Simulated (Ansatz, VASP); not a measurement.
**Two plane-wave programs on Al**

```
Al
1.0
    -1.41305    1.41305    4.67563
     1.41305   -1.41305    4.67563
     1.41305    1.41305   -4.67563
Al
2
Direct
  0.14323 0.14323 0.00000
  0.85677 0.85677 0.00000
```

Alike in both runs: functional PBE; k mesh 26 × 26 × 26; occupations gaussian, width 0.1 eV; no spin polarisation.

Ansatz relaxed the structure, and its values are those at the end. VASP's run is a single point on that final structure, the one shown.

```csv
,VASP,Ansatz
version,VASP 6.6.1,Ansatz 0.2.0
potentials or method,"VASP PAW PBE potentials, release 64 (Al), cutoff 520 eV","scalar-relativistic, plane waves, PAW"
valence electrons in the cell,6,6
```

|  | VASP | Ansatz | Ansatz less VASP |
| --- | --- | --- | --- |
| gap on the k mesh at the Fermi level (eV) | none | none | - |
| pressure (GPa) | 0.0 | 0.0 | +0.03 |

A gap of «none» marks a metal or a gap that the smearing closes.
